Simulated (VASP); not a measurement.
# AlGeSbH2 (I-4m2) in VASP: a series of runs

The runs below take AlGeSbH2 through single point, relaxation of cell and atoms, with PBE.

Program: VASP 6.6.1. These are calculated values, not measurements. Logs are shortened: lines on timing, memory, paths and dates and some standing lists are left out, and cuts for length are marked.

## Step 1: The cell of the first run

It takes space group I-4m2 (No. 119, tetragonal). Conventional cell: a = 4.443 Å, b = 4.443 Å, c = 7.734 Å, α = 90.00°, β = 90.00°, γ = 90.00°. Within 3.9 Å of Al (site symmetry -4m2) lie 4 Ge at 2.95 Å and 4 Sb at 2.95 Å and 10 H at 3.17 to 3.48 Å. Ge (site symmetry -4m2) has 8 H at 2.71 to 3.21 Å and 4 Al at 2.95 Å and 4 Sb at 3.14 Å within 3.6 Å. Sb (site symmetry -4m2) has 8 H at 2.71 to 3.21 Å and 4 Al at 2.95 Å and 4 Ge at 3.14 Å within 3.6 Å. H (site symmetry 2mm) has 1 H at 0.77 Å within 1.1 Å.

The cell was built from a structure type or drawn by symmetry, and may not be a known phase.

## Step 2: Single point, PBE

Input file INCAR:

```
SYSTEM = AlGeSbH2
PREC     = Accurate       ! precision mode
ENCUT    = 520            ! plane-wave cutoff, eV
EDIFF    = 1E-6           ! SCF threshold, eV
ISMEAR   = 0              ! smearing method
SIGMA    = 0.15           ! smearing width, eV
LREAL    = .FALSE.        ! projectors in reciprocal space
LASPH    = .TRUE.         ! aspherical terms in the spheres
NELM     = 60             ! most SCF steps
ALGO     = Normal         ! electronic algorithm
ISIF     = 2              ! what is computed and relaxed
LWAVE    = .FALSE.        ! write WAVECAR
LCHARG   = .TRUE.         ! write CHGCAR
GGA      = PE             ! functional
LELF     = .TRUE.         ! ELF
LVHAR    = .TRUE.       
NBANDS   = 20             ! bands
```

Input file KPOINTS:

```
Automatic mesh
0
G
  4 4 4
  0 0 0
```

Input file POSCAR:

```
AlGeSbH2
1.0
   -2.2215215344      2.2215215344      3.8667791875
    2.2215215344     -2.2215215344      3.8667791875
    2.2215215344      2.2215215344     -3.8667791875
Al Ge Sb H
1 1 1 2
Direct
    0.0000000000      0.0000000000      0.0000000000
    0.2500000000      0.7500000000      0.5000000000
    0.7500000000      0.2500000000      0.5000000000
    0.5500970131      0.5500970131      0.0000000000
    0.4499029869      0.4499029869      0.0000000000
```

Potentials or basis: VASP PAW PBE potentials, release 64 (Al, Ge_d, Sb, H).

Command:

```bash
$ cat potpaw_PBE.64/Al/POTCAR potpaw_PBE.64/Ge_d/POTCAR potpaw_PBE.64/Sb/POTCAR potpaw_PBE.64/H/POTCAR > POTCAR
$ mpirun -np 1 vasp_std > vasp.out
```

OUTCAR:

```text
SYSTEM = AlGeSbH2
   PREC = Accurate
   ENCUT = 520
   EDIFF = 1E-6
   ISMEAR = 0
   LREAL = .FALSE.
   LASPH = .TRUE.
   NELM = 60
   ISIF = 2
   GGA = PE

 ion  position               nearest neighbor table
   1  0.000  0.000  0.000-   3 2.95   2 2.95   2 2.95   3 2.95   2 2.95   3 2.95   3 2.95   2 2.95

   2  0.250  0.750  0.500-   1 2.95   1 2.95   1 2.95   1 2.95   3 3.14   3 3.14   3 3.14   3 3.14

   3  0.750  0.250  0.500-   1 2.95   1 2.95   1 2.95   1 2.95   2 3.14   2 3.14   2 3.14   2 3.14

   4  0.550  0.550  0.000-   5 0.77
   5  0.450  0.450  0.000-   4 0.77

  LATTYP: Found a body centered tetragonal cell.
 ALAT       =     4.4430430688
 C/A-ratio  =     1.7405994620

  Lattice vectors:

 A1 = (  -2.2215215344,   2.2215215344,   3.8667791875)
 A2 = (   2.2215215344,  -2.2215215344,   3.8667791875)
 A3 = (   2.2215215344,   2.2215215344,  -3.8667791875)

Analysis of symmetry for initial positions (statically):
=====================================================================
 Subroutine PRICEL returns:
 Original cell was already a primitive cell.

 Routine SETGRP: Setting up the symmetry group for a
 body centered tetragonal supercell.

 Subroutine GETGRP returns: Found  8 space group operations
 (whereof  8 operations were pure point group operations)
 out of a pool of 16 trial point group operations.

The static configuration has the point symmetry D_2d.

Analysis of symmetry for dynamics (positions and initial velocities):
=====================================================================
 Subroutine PRICEL returns:
 Original cell was already a primitive cell.

 Routine SETGRP: Setting up the symmetry group for a
 body centered tetragonal supercell.

 Subroutine GETGRP returns: Found  8 space group operations
 (whereof  8 operations were pure point group operations)
 out of a pool of 16 trial point group operations.

The dynamic configuration has the point symmetry D_2d.

 Subroutine INISYM returns: Found  8 space group operations
 (whereof  8 operations are pure point group operations),
 and found     1 'primitive' translations

----------------------------------------------------------------------------------------

                                     Primitive cell

  volume of cell :      76.3327

  direct lattice vectors                    reciprocal lattice vectors
    -2.221521534  2.221521534  3.866779188     0.000000000  0.225070967  0.129306582
[... 81 lines left out ...]
   LREAL  =      F    real-space projection
   EDIFFG = 0.1E-04   stopping-criterion for IOM
   NSW    =      0    number of steps for IOM
   IBRION =     -1    ionic relax: 0-MD 1-quasi-New 2-CG
   NFREE  =      0    steps in history (QN), initial steepest desc. (CG)
   ISIF   =      2    stress and relaxation
   ISYM   =      2    0-nonsym 1-usesym 2-fastsym
   POTIM  = 0.5000    time-step for ionic-motion
   TEBEG  =    0.0;   TEEND  =   0.0 temperature during run
   PSTRESS=    0.0 pullay stress
   NELECT =      24.0000    total number of electrons
   NUPDOWN=      -1.0000    fix difference up-down
   EMIN   =  10.00;   EMAX   =-10.00  energy-range for DOS
   EFERMI =   0.00;   METHOD = LEGACY
   ISMEAR =     0;   SIGMA  =   0.15  broadening in eV -4-tet -1-fermi 0-gaus
   EFERMI_NEDOS =   21; number of points for ismear=-14 and -15
   IALGO  =     38    algorithm
   IMIX   =      4    mixing-type and parameters
     AMIX     =   0.40;   BMIX     =  1.00
     AMIX_MAG =   1.60;   BMIX_MAG =  1.00
  volume/ion in A,a.u.               =      15.27       103.02
  Fermi-wavevector in a.u.,A,eV,Ry     =   1.113205  2.103652 16.860681  1.239225
  Thomas-Fermi vector in A             =   2.249787
   LORBIT       =      0    0 simple, 1 ext, 2 COOP (PROOUT), +10 PAW based schemes
   GGA     = PE    functional components
   LHFCALC =     F    Hartree Fock is set to
   AEXX    =    0.0000 exact exchange contribution
   IVDW    =     0    specifies the selected vdW correction
   LEPSILON=     F    determine dielectric tensor
   LRPA    =     F    only Hartree local field effects (RPA)
 non-spin polarized calculation
 Gauss-broadening in eV      SIGMA  =   0.15
  energy-cutoff  :      520.00
  volume of cell :       76.33
 maximum number of plane-waves:      2078
 NGX is ok and might be reduce to    40
   NGX = 19   NGY = 19   NGZ = 19

 number of electron      23.9999997 magnetization

 Free energy of the ion-electron system (eV)
  ---------------------------------------------------
  ext. energy  EPLUGINS =         0.00000000
  ---------------------------------------------------
  free energy    TOTEN  =       -18.00228153 eV

  energy without entropy =      -17.98492661  energy(sigma->0) =      -17.99360407

 E-fermi :   6.3119     XC(G=0): -10.0024

 val. band max:        6.2285590367   @ k =   0.5000   0.5000   0.2500
 cond. band min:       6.3853302271   @ k =   0.2500   0.0000  -0.0000
 fundamental gap:      0.1567711904
 Fermi energy:         6.3119401216

 k-point     1 :       0.0000    0.0000    0.0000
  band No.  band energies     occupation
      1     -18.4598      2.00000
      2     -18.4587      2.00000
      3     -18.4232      2.00000
      4     -18.4232      2.00000
      5     -18.4089      2.00000
      6      -6.0700      2.00000
[... 288 lines left out ...]
     19      12.8031      0.00000
     20      14.1441      0.00000

------------------------ aborting loop because EDIFF is reached ----------------------------------------

  FORCE on cell =-STRESS in cart. coord.  units (eV):
  Direction    XX          YY          ZZ          XY          YZ          ZX
  --------------------------------------------------------------------------------------
  -------------------------------------------------------------------------------------
  Total        0.0045302      0.0045302     -0.1673030      0.0000000      0.0000000      0.0000000
  in kB        0.0950865      0.0950865     -3.5115897      0.0000000      0.0000000      0.0000000
  external PRESSURE =      -1.1071389 kB  Pullay stress =       0.0000000 kB

 VOLUME and BASIS-vectors are now :
 -----------------------------------------------------------------------------
  energy-cutoff  :      520.00
  volume of cell :       76.33
      direct lattice vectors                 reciprocal lattice vectors
    -2.221521534  2.221521534  3.866779188     0.000000000  0.225070967  0.129306582
     2.221521534 -2.221521534  3.866779188     0.225070967  0.000000000  0.129306582
     2.221521534  2.221521534 -3.866779188     0.225070967  0.225070967  0.000000000

 POSITION                                       TOTAL-FORCE (eV/Angst)
 -----------------------------------------------------------------------------------
      0.00000      0.00000      0.00000        -0.000000      0.000000      0.000000
      2.22152      0.00000      1.93339        -0.000000      0.000000      0.000000
      0.00000      2.22152      1.93339        -0.000000      0.000000     -0.000000
      0.00000      0.00000      4.25421         0.000000     -0.000000     -0.017708
      0.00000      0.00000      3.47935         0.000000     -0.000000      0.017708
 -----------------------------------------------------------------------------------
    total drift:                               -0.000000      0.000000      0.000000

  FREE ENERGIE OF THE ION-ELECTRON SYSTEM (eV)
  ---------------------------------------------------
  free  energy   TOTEN  =       -18.0022815253 eV

  energy  without entropy=      -17.9849266127  energy(sigma->0) =      -17.99360407
```

OSZICAR:

```text
N       E                     dE             d eps       ncg     rms          rms(c)
DAV:   1     0.157185097057E+03    0.15719E+03   -0.10560E+04   600   0.190E+03
DAV:   2     0.372634202440E+01   -0.15346E+03   -0.14863E+03   560   0.536E+02
DAV:   3    -0.177314267624E+02   -0.21458E+02   -0.21268E+02   636   0.109E+02
DAV:   4    -0.185431616421E+02   -0.81173E+00   -0.81119E+00   608   0.221E+01
DAV:   5    -0.185639161075E+02   -0.20754E-01   -0.20753E-01   684   0.412E+00    0.498E+00
DAV:   6    -0.181334363087E+02    0.43048E+00   -0.26726E-01   600   0.334E+00    0.279E+00
DAV:   7    -0.179957571239E+02    0.13768E+00   -0.53887E-01   624   0.400E+00    0.337E-01
DAV:   8    -0.180016322701E+02   -0.58751E-02   -0.11591E-01   576   0.173E+00    0.189E-01
DAV:   9    -0.180021831305E+02   -0.55086E-03   -0.52998E-03   616   0.341E-01    0.871E-02
DAV:  10    -0.180022818465E+02   -0.98716E-04   -0.53144E-04   572   0.121E-01    0.469E-02
DAV:  11    -0.180022831970E+02   -0.13505E-05   -0.12498E-04   572   0.615E-02    0.997E-03
DAV:  12    -0.180022817944E+02    0.14025E-05   -0.14407E-05   584   0.232E-02    0.348E-03
DAV:  13    -0.180022815253E+02    0.26913E-06   -0.29582E-06   588   0.102E-02
   1 F= -.18002282E+02 E0= -.17993604E+02  d E =-.173549E-01
```

stdout:

```text
POSCAR found type information on POSCAR AlGeSbH
 POSCAR found :  4 types and       5 ions
 scaLAPACK will be used
 LDA part: xc-table for (Slater+PW92), standard interpolation
 POSCAR, INCAR and KPOINTS ok, starting setup
 FFT: planning ... GRIDC
 FFT: planning ... GRID_SOFT
 FFT: planning ... GRID
 WAVECAR not read
 entering main loop
```

Run time: 25 s. Hardware: 1 thread of Oxide Virtual Turin-like, shared host; peak memory 0.21 GiB.

Results:

| Item | Value |
| --- | --- |
| Free energy | -18.0023 eV |
| Pressure | -0.1 GPa |
| Largest force | 0.018 eV/Å |
| Band gap on the k mesh | zero (bands 12 and 13 overlap by 3.64 eV) |

Forces on the atoms (eV/Å):
```
Al   0.000  0.000  0.000
Ge   0.000  0.000  0.000
Sb   0.000  0.000  0.000
H    0.000  0.000 -0.018
H    0.000  0.000  0.018
```

Levels at points of the mesh, in eV from the Fermi level:
```csv
k point,band 9,band 10,band 11,band 12,band 13,band 14,band 15,band 16
"(0.00, 0.00, 0.00)",-2.58,-2.58,-2.28,-0.86,-0.76,0.58,0.58,0.94
"(0.50, 0.00, 0.00)",-4.04,-2.51,-1.79,-1.21,-0.87,0.67,3.54,4.26
"(0.50, 0.50, 0.00)",-5.73,-5.13,-3.87,0.75,0.80,3.28,3.38,4.82
"(0.50, 0.50, 0.50)",-5.17,-3.78,-3.78,2.76,3.19,3.52,3.52,5.19
```

Caveat: the k points lie up to 0.41 Å⁻¹ apart, too coarse for converged energies and pressures of a metal; spin-orbit coupling is left out, which moves the levels of the heavy elements.

[end of part 1 of 2]
